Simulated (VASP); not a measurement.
# Rh (I4/mmm) in VASP: notebook

Runs on Rh. Level: PBEsol. Tasks: single point.

Everything below comes from runs of VASP 6.6.1. Logs are shortened: lines on timing, memory, paths and dates and some standing lists are left out, and cuts for length are marked.

## (1) The cell of the first run

It takes space group I4/mmm (No. 139, tetragonal). Conventional cell: a = 2.753 Å, b = 2.753 Å, c = 3.681 Å, α = 90.00°, β = 90.00°, γ = 90.00°. Rh (site symmetry 4/mmm) has 12 Rh at 2.68 to 2.75 Å within 3.5 Å.

## (2) Single point, PBEsol (biaxial strain in the a-b plane: +3.0 %, then relaxed in part)

File INCAR:

```
ALGO     = Fast           # electronic algorithm
EDIFF    = 1E-6           # SCF threshold, eV
ENCUT    = 520            # plane-wave cutoff, eV
GGA      = PS             # functional
ISIF     = 2              # what is computed and relaxed
ISMEAR   = 0              # smearing method
LASPH    = True           # aspherical terms in the spheres
LCHARG   = False          # write CHGCAR
LREAL    = False          # projectors in reciprocal space
LWAVE    = False          # write WAVECAR
NBANDS   = 22             # bands
NELM     = 100            # most SCF steps
PREC     = Accurate       # precision mode
SIGMA    = 0.1            # smearing width, eV
```

File KPOINTS:

```
k-points
0
Gamma
  20 20 14
```

File POSCAR:

```
Rh
1.0
    1.9467013266      1.9467013266      0.0000000000
   -1.9467013266      1.9467013266      0.0000000000
    0.0000000000      0.0000000000      3.6810469003
Rh
2
Direct
    0.0000000000      0.0000000000      0.0000000000
    0.5000000000      0.5000000000      0.5000000000
```

Potentials or basis: VASP PAW PBE potentials, release 64 (Rh_pv).

Run with:

```console
$ cat potpaw_PBE.64/Rh_pv/POTCAR > POTCAR
$ mpirun -np 1 vasp_std > vasp.out
```

OUTCAR:

```text
EDIFF = 1E-6
   ENCUT = 520
   GGA = PS
   ISIF = 2
   ISMEAR = 0
   LASPH = True
   LREAL = False
   NELM = 100
   PREC = Accurate

 ion  position               nearest neighbor table
   1  0.000  0.000  0.000-   2 2.68   2 2.68   2 2.68   2 2.68   2 2.68   2 2.68   2 2.68   2 2.68

   2  0.500  0.500  0.500-   1 2.68   1 2.68   1 2.68   1 2.68   1 2.68   1 2.68   1 2.68   1 2.68

  LATTYP: Found a simple tetragonal cell.
 ALAT       =     2.7530514180
 C/A-ratio  =     1.3370788777

  Lattice vectors:

 A1 = (   1.9467013266,   1.9467013266,   0.0000000000)
 A2 = (  -1.9467013266,   1.9467013266,   0.0000000000)
 A3 = (   0.0000000000,   0.0000000000,   3.6810469003)

Analysis of symmetry for initial positions (statically):
=====================================================================
 Subroutine PRICEL returns following result:

  LATTYP: Found a body centered tetragonal cell.
 ALAT       =     2.7530514180
 C/A-ratio  =     1.3370788777

  Lattice vectors:

 A1 = (   0.0000000000,  -1.9467013266,  -1.8405234501)
 A2 = (   0.0000000000,   1.9467013266,  -1.8405234502)
 A3 = (   1.9467013266,   0.0000000000,   1.8405234501)

   2 primitive cells build up your supercell.

 Routine SETGRP: Setting up the symmetry group for a
 simple tetragonal supercell.

 Subroutine GETGRP returns: Found 16 space group operations
 (whereof 16 operations were pure point group operations)
 out of a pool of 16 trial point group operations.

The static configuration has the point symmetry D_4h.

Analysis of symmetry for dynamics (positions and initial velocities):
=====================================================================
 Subroutine PRICEL returns following result:

  LATTYP: Found a body centered tetragonal cell.
 ALAT       =     2.7530514180
 C/A-ratio  =     1.3370788777

  Lattice vectors:

 A1 = (   0.0000000000,  -1.9467013266,  -1.8405234501)
 A2 = (   0.0000000000,   1.9467013266,  -1.8405234502)
 A3 = (   1.9467013266,   0.0000000000,   1.8405234501)

   2 primitive cells build up your supercell.

 Routine SETGRP: Setting up the symmetry group for a
 simple tetragonal supercell.

 Subroutine GETGRP returns: Found 16 space group operations
 (whereof 16 operations were pure point group operations)
 out of a pool of 16 trial point group operations.

The dynamic configuration has the point symmetry D_4h.

 Subroutine INISYM returns: Found 16 space group operations
 (whereof 16 operations are pure point group operations),
 and found     2 'primitive' translations

----------------------------------------------------------------------------------------

                                     Primitive cell

  volume of cell :      13.9499

  direct lattice vectors                    reciprocal lattice vectors
     0.000000000 -1.946701327 -1.840523450     0.256844742 -0.256844742 -0.271661847
     0.000000000  1.946701327 -1.840523450     0.256844742  0.256844742 -0.271661847
     1.946701327  0.000000000  1.840523450     0.513689484  0.000000000  0.000000000

  length of vectors
     2.679024566  2.679024566  2.679024566     0.453584173  0.453584173  0.513689484

  position of ions in fractional coordinates (direct lattice)
     0.000000000  0.000000000  0.000000000

  ion indices of the primitive-cell ions
   primitive index   ion index
                 1           1

----------------------------------------------------------------------------------------

 KPOINTS: k-points

Automatic generation of k-mesh.
 Grid dimensions read from file:
 generate k-points for:   20   20   14

 Generating k-lattice:

  Cartesian coordinates                     Fractional coordinates (reciprocal lattice)
     0.012842237  0.012842237  0.000000000     0.050000000  0.000000000  0.000000000
    -0.012842237  0.012842237  0.000000000     0.000000000  0.050000000  0.000000000
     0.000000000  0.000000000  0.019404418     0.000000000  0.000000000  0.071428571

  Length of vectors
     0.018161666  0.018161666  0.019404418

  Shift w.r.t. Gamma in fractional coordinates (k-lattice)
     0.000000000  0.000000000  0.000000000

 Subroutine IBZKPT returns following result:
 ===========================================

 Found    528 irreducible k-points:

 Following reciprocal coordinates:
            Coordinates               Weight
  0.000000  0.000000  0.000000      1.000000
  0.050000  0.000000  0.000000      4.000000
  0.100000  0.000000  0.000000      4.000000
  0.150000  0.000000  0.000000      4.000000
  0.200000  0.000000  0.000000      4.000000
  0.250000  0.000000  0.000000      4.000000
[... 16 lines left out ...]
  0.150000  0.100000  0.000000      8.000000
  0.200000  0.100000  0.000000      8.000000
 [... further k-points ...]
   k-points           NKPTS =    528   k-points in BZ     NKDIM =    528   number of bands    NBANDS=     22
   number of dos      NEDOS =    301   number of ions     NIONS =      2
   total plane-waves  NPLWV =  11200
   dimension x,y,z NGX =    20 NGY =   20 NGZ =   28
   dimension x,y,z NGXF=    40 NGYF=   40 NGZF=   56
   ions per type =               2
   NGX,Y,Z   is equivalent  to a cutoff of  12.08, 12.08, 12.65 a.u.
   NGXF,Y,Z  is equivalent  to a cutoff of  24.15, 24.15, 25.29 a.u.
 SYSTEM =  unknown system
   PREC   = accura    normal or accurate (medium, high low for compatibility)
   ISTART =      0    job   : 0-new  1-cont  2-samecut
   ICHARG =      2    charge: 1-file 2-atom 10-const
   ISPIN  =      1    spin polarized calculation?
   LNONCOLLINEAR =      F non collinear calculations
   LSORBIT =      F    spin-orbit coupling
   LASPH  =      T    aspherical Exc in radial PAW
   ENCUT  =  520.0 eV  38.22 Ry    6.18 a.u.   5.12  5.12  6.84*2*pi/ulx,y,z
   NELM   =    100;   NELMIN=  2; NELMDL= -5     # of ELM steps
   EDIFF  = 0.1E-05   stopping-criterion for ELM
   LREAL  =      F    real-space projection
   EDIFFG = 0.1E-04   stopping-criterion for IOM
   NSW    =      0    number of steps for IOM
   IBRION =     -1    ionic relax: 0-MD 1-quasi-New 2-CG
   NFREE  =      0    steps in history (QN), initial steepest desc. (CG)
   ISIF   =      2    stress and relaxation
   ISYM   =      2    0-nonsym 1-usesym 2-fastsym
   POTIM  = 0.5000    time-step for ionic-motion
   TEBEG  =    0.0;   TEEND  =   0.0 temperature during run
   PSTRESS=    0.0 pullay stress
   NELECT =      30.0000    total number of electrons
   NUPDOWN=      -1.0000    fix difference up-down
   EMIN   =  10.00;   EMAX   =-10.00  energy-range for DOS
   EFERMI =   0.00;   METHOD = LEGACY
   ISMEAR =     0;   SIGMA  =   0.10  broadening in eV -4-tet -1-fermi 0-gaus
   EFERMI_NEDOS =   21; number of points for ismear=-14 and -15
   IALGO  =     68    algorithm
   IMIX   =      4    mixing-type and parameters
     AMIX     =   0.40;   BMIX     =  1.00
     AMIX_MAG =   1.60;   BMIX_MAG =  1.00
  volume/ion in A,a.u.               =      13.95        94.14
  Fermi-wavevector in a.u.,A,eV,Ry     =   1.677189  3.169427 38.272669  2.812962
  Thomas-Fermi vector in A             =   2.761499
   LORBIT       =      0    0 simple, 1 ext, 2 COOP (PROOUT), +10 PAW based schemes
   GGA     = PS    functional components
   LHFCALC =     F    Hartree Fock is set to
   AEXX    =    0.0000 exact exchange contribution
   IVDW    =     0    specifies the selected vdW correction
   LEPSILON=     F    determine dielectric tensor
   LRPA    =     F    only Hartree local field effects (RPA)
 non-spin polarized calculation
 RMM-DIIS sequential band-by-band and
 Gauss-broadening in eV      SIGMA  =   0.10
  energy-cutoff  :      520.00
  volume of cell :       27.90
 maximum number of plane-waves:       784
   NGX = 11   NGY = 11   NGZ = 13

 number of electron      30.0000008 magnetization

 Free energy of the ion-electron system (eV)
  ---------------------------------------------------
  ext. energy  EPLUGINS =         0.00000000
  ---------------------------------------------------
  free energy    TOTEN  =       -16.21450263 eV

  energy without entropy =      -16.20042537  energy(sigma->0) =      -16.20746400

 E-fermi :  11.4807     XC(G=0): -14.1240

 val. band max:       11.4791359179   @ k =   0.4000   0.0500   0.1429
 cond. band min:      11.4832220154   @ k =   0.4500   0.4000   0.1429
 fundamental gap:      0.0040860975
 Fermi energy:        11.4807193533

 k-point     1 :       0.0000    0.0000    0.0000
  band No.  band energies     occupation
      1     -35.4610      2.00000
      2     -35.1302      2.00000
      3     -35.1302      2.00000
      4     -34.8270      2.00000
      5     -34.8270      2.00000
      6     -34.7929      2.00000
[... 14 lines left out ...]
     21      24.5945      0.00000
     22      27.4894      0.00000

 k-point     2 :       0.0500    0.0000    0.0000
  band No.  band energies     occupation
      1     -35.4563      2.00000
      2     -35.1361      2.00000
      3     -35.1278      2.00000
      4     -34.8367      2.00000
      5     -34.8283      2.00000
      6     -34.7963      2.00000
[... 14 lines left out ...]
     21      24.6265      0.00000
     22      27.5847      0.00000

 k-point     3 :       0.1000    0.0000    0.0000
  band No.  band energies     occupation
      1     -35.4423      2.00000
      2     -35.1527      2.00000
      3     -35.1205      2.00000
      4     -34.8650      2.00000
      5     -34.8320      2.00000
      6     -34.8067      2.00000
[... 14 lines left out ...]
     21      24.6162      0.00000
     22      27.8589      0.00000
[... 476 lines left out ...]
 k-point    23 :       0.1500    0.1000    0.0000
  band No.  band energies     occupation
      1     -35.4025      2.00000
      2     -35.1870      2.00000
      3     -35.1137      2.00000
      4     -34.9339      2.00000
      5     -34.8545      2.00000
      6     -34.8357      2.00000
[... 14 lines left out ...]
     21      24.7218      0.00000
     22      28.6489      0.00000

 k-point    24 :       0.2000    0.1000    0.0000
  band No.  band energies     occupation
      1     -35.3728      2.00000
      2     -35.2171      2.00000
      3     -35.0996      2.00000
      4     -34.9881      2.00000
      5     -34.8641      2.00000
      6     -34.8579      2.00000
[... 14 lines left out ...]
     21      25.0299      0.00000
     22      29.1412      0.00000

 [... further k-points ...]

------------------------ aborting loop because EDIFF is reached ----------------------------------------

  FORCE on cell =-STRESS in cart. coord.  units (eV):
  Direction    XX          YY          ZZ          XY          YZ          ZX
  --------------------------------------------------------------------------------------
  -------------------------------------------------------------------------------------
  Total       -2.2033118     -2.2033118     -0.0146470      0.0000000     -0.0000000     -0.0000000
  in kB     -126.5279718   -126.5279718     -0.8411224      0.0000000     -0.0000000     -0.0000000
  external PRESSURE =     -84.6323553 kB  Pullay stress =       0.0000000 kB

 VOLUME and BASIS-vectors are now :
 -----------------------------------------------------------------------------
  energy-cutoff  :      520.00
  volume of cell :       27.90
      direct lattice vectors                 reciprocal lattice vectors
     1.946701327  1.946701327  0.000000000     0.256844742  0.256844742  0.000000000
    -1.946701327  1.946701327  0.000000000    -0.256844742  0.256844742  0.000000000
     0.000000000  0.000000000  3.681046900     0.000000000  0.000000000  0.271661847

 POSITION                                       TOTAL-FORCE (eV/Angst)
 -----------------------------------------------------------------------------------
      0.00000      0.00000      0.00000        -0.000000      0.000000     -0.000000
      0.00000      1.94670      1.84052         0.000000     -0.000000      0.000000
 -----------------------------------------------------------------------------------
    total drift:                               -0.000000      0.000000      0.000000

  FREE ENERGIE OF THE ION-ELECTRON SYSTEM (eV)
  ---------------------------------------------------
  free  energy   TOTEN  =       -16.2145026344 eV

  energy  without entropy=      -16.2004253702  energy(sigma->0) =      -16.20746400
```

Wall time 97 s (1 thread of Intel Xeon 6975P-C (Granite Rapids), shared host); peak memory 0.34 GiB.

Results:

```
Free energy            : -16.2145 eV
Pressure               : -8.5 GPa
Band gap on the k mesh : zero (bands 15 and 16 overlap by 2.68 eV)
```

Levels at points of the mesh, in eV from the Fermi level:
```csv
k point,band 11,band 12,band 13,band 14,band 15,band 16,band 17,band 18,band 19,band 20
"(0.00, 0.00, 0.00)",-3.19,-2.62,-1.32,-0.63,0.53,1.00,1.00,3.99,12.48,12.48
"(0.50, 0.00, 0.00)",-3.45,-3.45,-1.94,-1.94,-1.20,-1.20,2.69,2.69,13.84,13.84
"(0.50, 0.50, 0.00)",0.54,0.54,0.71,0.71,1.19,1.19,2.78,2.78,11.54,11.54
"(0.00, 0.00, 0.50)",-1.58,-1.58,-1.58,-1.58,-1.49,-1.49,-0.45,-0.45,18.36,18.38
"(0.50, 0.00, 0.50)",-2.76,-2.76,0.41,0.41,0.69,0.69,0.73,0.73,8.47,8.47
"(0.50, 0.50, 0.50)",-3.76,-3.76,-1.06,-1.06,0.71,0.71,9.53,9.53,9.53,9.53
```

Caveat: the cell differs from its parent crystal (biaxial strain in the a-b plane: +3.0 %, then relaxed in part); the stress differs along the axes, from -13 to -0 GPa; the PAW data sets were made with another functional, which shifts forces and pressure a little.

## (3) Single point, PBEsol (biaxial strain in the a-b plane: +3.0 %)

File INCAR:

```
  PREC = Accurate
  ENCUT = 520
  EDIFF = 1E-6
  ISMEAR = 0
  SIGMA = 0.1
  LREAL = F
  LASPH = T
  NELM = 60
  ALGO = Fast
  ISIF = 2
  LWAVE = F
  LCHARG = F
  GGA = PS
  NBANDS = 22
```

File KPOINTS:

```
regular mesh
0
Gamma
  20 20 14
```

POSCAR: that of step 2 with these lines changed.

```diff
@@ -4,3 +4,3 @@
    -1.9467013266      1.9467013266      0.0000000000
-    0.0000000000      0.0000000000      3.6810469003
+    0.0000000000      0.0000000000      3.7119625296
 Rh
```

Potentials or basis: VASP PAW PBE potentials, release 64 (Rh_pv).

Run with:

```console
$ cat potpaw_PBE.64/Rh_pv/POTCAR > POTCAR
$ mpirun -np 1 vasp_std > vasp.out
```

Wall time 91 s (1 thread of Intel Xeon 6975P-C (Granite Rapids), shared host); peak memory 0.33 GiB.

The run converged. Its results:

```yaml
Free_energy: -16.2120 eV
Pressure: -10.6 GPa
Band_gap_on_the_k_mesh: zero (bands 15 and 16 overlap by 2.68 eV)
```

Stress tensor (GPa, compression positive):
```
-14.16   0.00   0.00
  0.00 -14.16   0.00
  0.00   0.00  -3.56
```

Levels at points of the mesh, in eV from the Fermi level:
| k point | band 13 | band 14 | band 15 | band 16 | band 17 | band 18 |
| --- | --- | --- | --- | --- | --- | --- |
| (0.00, 0.00, 0.00) | -1.25 | -0.66 | 0.52 | 0.98 | 0.98 | 3.85 |
| (0.50, 0.00, 0.00) | -1.90 | -1.90 | -1.16 | -1.16 | 2.71 | 2.71 |
| (0.50, 0.50, 0.00) | 0.73 | 0.73 | 1.14 | 1.14 | 2.83 | 2.83 |
| (0.00, 0.00, 0.50) | -1.54 | -1.54 | -1.54 | -1.54 | -0.42 | -0.42 |
| (0.50, 0.00, 0.50) | 0.43 | 0.43 | 0.69 | 0.69 | 0.69 | 0.69 |
| (0.50, 0.50, 0.50) | -1.07 | -1.07 | 0.74 | 0.74 | 9.45 | 9.45 |

Caveat: the cell differs from its parent crystal (biaxial strain in the a-b plane: +3.0 %); the stress differs along the axes, from -14 to -4 GPa; the PAW data sets were made with another functional, which shifts forces and pressure a little.
